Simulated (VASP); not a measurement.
# Zn (P6_3/mmc) in VASP: relaxation of cell and atoms with r2SCAN

Aim: the relaxation of cell and atoms of Zn with r2SCAN.

All numbers are computed with VASP 6.6.1; they aren't measurements. Logs are shortened: lines on timing, memory, paths and dates and some standing lists are left out, and cuts for length are marked.

## (1) The cell of the first run

The structure is hexagonal, space group P6_3/mmc (No. 194). The conventional cell has a = 2.670 Å, b = 2.670 Å, c = 4.966 Å, α = 90.00°, β = 90.00°, γ = 120.00°. Zn (site symmetry -6m2) has 12 Zn at 2.67 to 2.92 Å within 3.5 Å.

## (2) Relaxation of cell and atoms, r2SCAN

The input, POSCAR:

```
Zn
1.0
    2.6700000000      0.0000000000      0.0000000000
   -1.3350000000      2.3122878300      0.0000000000
    0.0000000000      0.0000000000      4.9660000000
Zn
2
Direct
    0.3333333333      0.6666666667      0.2500000000
    0.6666666667      0.3333333333      0.7500000000
```

The input, INCAR.step1:

```
PREC = Accurate ; ENCUT = 600
ISMEAR = -1 ; SIGMA = 0.05
LREAL = False ; LASPH = True
NELM = 100 ; GGA = PE
ALGO = Normal ; EDIFF = 1E-4
LWAVE = True ; LCHARG = False
```

The input, INCAR.step2:

```
PREC = Accurate ; ENCUT = 600
EDIFF = 1E-6 ; ISMEAR = -1
SIGMA = 0.05 ; LREAL = False
LASPH = True ; NELM = 100
ALGO = Normal ; ISIF = 3
LWAVE = False ; LCHARG = False
METAGGA = R2SCAN ; LMIXTAU = True
IBRION = 2 ; NSW = 80
EDIFFG = -0.02 ; ISTART = 1
```

The input, KPOINTS:

```
regular mesh
0
Gamma
  11 11 5
```

Potentials or basis: VASP PAW PBE potentials, release 64 (Zn).

Command:

```bash
cat potpaw_PBE.64/Zn/POTCAR > POTCAR
cp INCAR.step1 INCAR
mpirun -np 1 vasp_std > vasp.out
cp INCAR.step2 INCAR
mpirun -np 1 vasp_std > vasp.out
```

OUTCAR:

```text
PREC = Accurate
   ENCUT = 600
   EDIFF = 1E-6
   ISMEAR = -1
   LREAL = False
   LASPH = True
   NELM = 100
   ISIF = 3
   METAGGA = R2SCAN
   IBRION = 2
   NSW = 80
   EDIFFG = -0.02
   ISTART = 1

 ion  position               nearest neighbor table
   1  0.333  0.667  0.250-   2 2.92   2 2.92   2 2.92   2 2.92   2 2.92   2 2.92
   2  0.667  0.333  0.750-   1 2.92   1 2.92   1 2.92   1 2.92   1 2.92   1 2.92

  LATTYP: Found a hexagonal cell.
 ALAT       =     2.6700000000
 C/A-ratio  =     1.8599250936

  Lattice vectors:

 A1 = (   2.6700000000,   0.0000000000,   0.0000000000)
 A2 = (  -1.3350000000,   2.3122878300,   0.0000000000)
 A3 = (   0.0000000000,   0.0000000000,   4.9660000000)

Analysis of symmetry for initial positions (statically):
=====================================================================
 Subroutine PRICEL returns:
 Original cell was already a primitive cell.

 Routine SETGRP: Setting up the symmetry group for a
 hexagonal supercell.

 Subroutine GETGRP returns: Found 24 space group operations
 (whereof 12 operations were pure point group operations)
 out of a pool of 24 trial point group operations.

The static configuration has the point symmetry D_3d.
 The point group associated with its full space group is D_6h.

Analysis of symmetry for dynamics (positions and initial velocities):
=====================================================================
 Subroutine PRICEL returns:
 Original cell was already a primitive cell.

 Routine SETGRP: Setting up the symmetry group for a
 hexagonal supercell.

 Subroutine GETGRP returns: Found 24 space group operations
 (whereof 12 operations were pure point group operations)
 out of a pool of 24 trial point group operations.

The dynamic configuration has the point symmetry D_3d.
 The point group associated with its full space group is D_6h.

 Subroutine INISYM returns: Found 24 space group operations
 (whereof 12 operations are pure point group operations),
 and found     1 'primitive' translations

----------------------------------------------------------------------------------------

                                     Primitive cell

  volume of cell :      30.6591

  direct lattice vectors                    reciprocal lattice vectors
     2.670000000  0.000000000  0.000000000     0.374531835  0.216236056  0.000000000
    -1.335000000  2.312287830  0.000000000     0.000000000  0.432472111  0.000000000
     0.000000000  0.000000000  4.966000000     0.000000000  0.000000000  0.201369311

  length of vectors
     2.670000000  2.670000002  4.966000000     0.432472112  0.432472111  0.201369311

  position of ions in fractional coordinates (direct lattice)
     0.333333333  0.666666667  0.250000000
     0.666666667  0.333333333  0.750000000

  ion indices of the primitive-cell ions
   primitive index   ion index
                 1           1
                 2           2

----------------------------------------------------------------------------------------

 KPOINTS: regular mesh

Automatic generation of k-mesh.
 Grid dimensions read from file:
 generate k-points for:   11   11    5

 Generating k-lattice:

  Cartesian coordinates                     Fractional coordinates (reciprocal lattice)
     0.034048349  0.019657823  0.000000000     0.090909091  0.000000000  0.000000000
     0.000000000  0.039315646  0.000000000     0.000000000  0.090909091  0.000000000
     0.000000000  0.000000000  0.040273862     0.000000000  0.000000000  0.200000000

  Length of vectors
     0.039315647  0.039315646  0.040273862

  Shift w.r.t. Gamma in fractional coordinates (k-lattice)
     0.000000000  0.000000000  0.000000000

 Subroutine IBZKPT returns following result:
 ===========================================

 Found     48 irreducible k-points:

 Following reciprocal coordinates:
            Coordinates               Weight
  0.000000  0.000000  0.000000      1.000000
  0.090909  0.000000  0.000000      6.000000
  0.181818  0.000000  0.000000      6.000000
  0.272727  0.000000  0.000000      6.000000
  0.363636 -0.000000  0.000000      6.000000
  0.454545  0.000000  0.000000      6.000000
[... 16 lines left out ...]
  0.090909  0.090909  0.200000     12.000000
  0.181818  0.090909  0.200000     24.000000
 [... further k-points ...]
   k-points           NKPTS =     48   k-points in BZ     NKDIM =     48   number of bands    NBANDS=     16
   number of dos      NEDOS =    301   number of ions     NIONS =      2
   total plane-waves  NPLWV =  23040
   dimension x,y,z NGX =    24 NGY =   24 NGZ =   40
   dimension x,y,z NGXF=    48 NGYF=   48 NGZF=   80
   ions per type =               2
   NGX,Y,Z   is equivalent  to a cutoff of  14.94, 14.94, 13.39 a.u.
   NGXF,Y,Z  is equivalent  to a cutoff of  29.89, 29.89, 26.78 a.u.
 SYSTEM =  unknown system
   PREC   = accura    normal or accurate (medium, high low for compatibility)
   ISTART =      1    job   : 0-new  1-cont  2-samecut
   ICHARG =      0    charge: 1-file 2-atom 10-const
   ISPIN  =      1    spin polarized calculation?
   LNONCOLLINEAR =      F non collinear calculations
   LSORBIT =      F    spin-orbit coupling
   LASPH  =      T    aspherical Exc in radial PAW
   ENCUT  =  600.0 eV  44.10 Ry    6.64 a.u.   5.33  5.33  9.92*2*pi/ulx,y,z
   NELM   =    100;   NELMIN=  2; NELMDL=  0     # of ELM steps
   EDIFF  = 0.1E-05   stopping-criterion for ELM
   LREAL  =      F    real-space projection
   EDIFFG = -.2E-01   stopping-criterion for IOM
   NSW    =     80    number of steps for IOM
   IBRION =      2    ionic relax: 0-MD 1-quasi-New 2-CG
   NFREE  =      1    steps in history (QN), initial steepest desc. (CG)
   ISIF   =      3    stress and relaxation
   ISYM   =      2    0-nonsym 1-usesym 2-fastsym
   POTIM  = 0.5000    time-step for ionic-motion
   TEBEG  =    0.0;   TEEND  =   0.0 temperature during run
   PSTRESS=    0.0 pullay stress
   NELECT =      24.0000    total number of electrons
   NUPDOWN=      -1.0000    fix difference up-down
   EMIN   =  10.00;   EMAX   =-10.00  energy-range for DOS
   EFERMI =   0.00;   METHOD = LEGACY
   ISMEAR =    -1;   SIGMA  =   0.05  broadening in eV -4-tet -1-fermi 0-gaus
   EFERMI_NEDOS =   21; number of points for ismear=-14 and -15
   IALGO  =     38    algorithm
   IMIX   =      4    mixing-type and parameters
     AMIX     =   0.40;   BMIX     =  1.00
     AMIX_MAG =   1.60;   BMIX_MAG =  1.00
  volume/ion in A,a.u.               =      15.33       103.45
  Fermi-wavevector in a.u.,A,eV,Ry     =   1.508778  2.851177 30.972445  2.276410
  Thomas-Fermi vector in A             =   2.619187
   LORBIT       =      0    0 simple, 1 ext, 2 COOP (PROOUT), +10 PAW based schemes
   METAGGA = R2SCAN    functional components
   LHFCALC =     F    Hartree Fock is set to
   AEXX    =    0.0000 exact exchange contribution
   IVDW    =     0    specifies the selected vdW correction
   LEPSILON=     F    determine dielectric tensor
   LRPA    =     F    only Hartree local field effects (RPA)
 conjugate gradient relaxation of ions
 non-spin polarized calculation
  energy-cutoff  :      600.00
  volume of cell :       30.66
 maximum number of plane-waves:      1051
 NGX is ok and might be reduce to    24
   NGX = 11   NGY = 11   NGZ = 19

--------------------------------------- Ionic step        1  -------------------------------------------

 number of electron      24.0000003 magnetization

 Free energy of the ion-electron system (eV)
  ---------------------------------------------------
  ext. energy  EPLUGINS =         0.00000000
  ---------------------------------------------------
  free energy    TOTEN  =       -17.75730232 eV

  energy without entropy =      -17.75286974  energy(sigma->0) =      -17.75508603

------------------------ aborting loop because EDIFF is reached ----------------------------------------

  FORCE on cell =-STRESS in cart. coord.  units (eV):
  Direction    XX          YY          ZZ          XY          YZ          ZX
  --------------------------------------------------------------------------------------
  -------------------------------------------------------------------------------------
  Total       -0.7477844     -0.7477844     -1.0597924      0.0000000      0.0000000      0.0000000
  in kB      -39.0775309    -39.0775310    -55.3823695      0.0000000      0.0000000      0.0000000
  external PRESSURE =     -44.5124771 kB  Pullay stress =       0.0000000 kB
[... 201 lines left out ...]
  energy  without entropy=      -17.7971549432  energy(sigma->0) =      -17.79862846

--------------------------------------- Ionic step        7  -------------------------------------------

 number of electron      23.9999972 magnetization

 Free energy of the ion-electron system (eV)
  ---------------------------------------------------
  ext. energy  EPLUGINS =         0.00000000
  ---------------------------------------------------
  free energy    TOTEN  =       -17.81686422 eV

  energy without entropy =      -17.81382619  energy(sigma->0) =      -17.81534520

 E-fermi :   3.7392     XC(G=0): -13.0965

 val. band max:        3.6779093017   @ k =   0.1818   0.1818   0.0000
 cond. band min:       3.7473089252   @ k =   0.2727   0.0909   0.0000
 fundamental gap:      0.0693996235
 Fermi energy:         3.7392012593

 k-point     1 :       0.0000    0.0000    0.0000
  band No.  band energies     occupation
      1      -7.9608      2.00000
      2      -5.6415      2.00000
      3      -4.7882      2.00000
      4      -4.6493      2.00000
      5      -4.6492      2.00000
      6      -4.5633      2.00000
[... 8 lines left out ...]
     15      21.0745      0.00000
     16      22.8683      0.00000
[... 420 lines left out ...]
  band No.  band energies     occupation
      1      -6.0888      2.00000
      2      -5.1739      2.00000
      3      -4.8922      2.00000
      4      -4.8115      2.00000
      5      -4.7379      2.00000
      6      -4.5508      2.00000
[... 8 lines left out ...]
     15      13.9749      0.00000
     16      16.0733      0.00000

 [... further k-points ...]
[... 5 lines left out ...]
  --------------------------------------------------------------------------------------
  -------------------------------------------------------------------------------------
  Total        0.0280287      0.0280287     -0.0314204      0.0000000     -0.0000000      0.0000000
  in kB        1.5849144      1.5849144     -1.7767024      0.0000000     -0.0000000      0.0000000
  external PRESSURE =       0.4643755 kB  Pullay stress =       0.0000000 kB
[... 17 lines left out ...]
  FREE ENERGIE OF THE ION-ELECTRON SYSTEM (eV)
  ---------------------------------------------------
  free  energy   TOTEN  =       -17.8168642241 eV

  energy  without entropy=      -17.8138261854  energy(sigma->0) =      -17.81534520

 reached required accuracy - stopping structural energy minimisation
```

Run time: 4.4 min. Hardware: 1 thread of Intel Xeon 6975P-C (Granite Rapids), shared host; peak memory 0.18 GiB.

What came out:

```yaml
Free_energy: -17.8169 eV
Relaxed_volume: 14.17 Å³/atom
Relaxed_cell: a = 2.676 Å, b = 2.676 Å, c = 4.570 Å, α = 90.00°, β = 90.00°, γ = 120.00°
Space_group_after_relaxing_to_0.1_Å: P6_3/mmc (No. 194)
Energy_gained_by_relaxing: 29.8 meV/atom
Ionic_steps: 7
Pressure_after_relaxing: 0.0 GPa
Band_gap_on_the_k_mesh: zero (bands 12 and 13 overlap by 3.29 eV)
```

Stress tensor (GPa, compression positive):
```
 0.16  0.00  0.00
 0.00  0.16  0.00
 0.00  0.00 -0.18
```

Step by step:
```csv
step,energy change (eV),largest force (eV/Å),pressure (GPa),volume (Å³)
1,0.0000,0.0000,-4.45,30.66
2,-0.0309,0.0000,0.13,28.81
3,-0.0310,0.0000,0.24,28.77
4,-0.0368,0.0000,0.05,28.70
5,-0.0567,0.0000,-0.01,28.46
6,-0.0428,0.0000,2.20,27.88
7,-0.0596,0.0000,0.05,28.33
```

Final structure:
```
Zn
1.0
     2.67570    0.00000    0.00000
    -1.33785    2.31723    0.00000
     0.00000    0.00000    4.56984
Zn
2
Direct
  0.33333 0.66667 0.25000
  0.66667 0.33333 0.75000
```

Caveat: the PAW data sets were made with another functional, which shifts forces and pressure a little.

The gap in the log of VASP goes by the Fermi energy; the results here count the filled bands.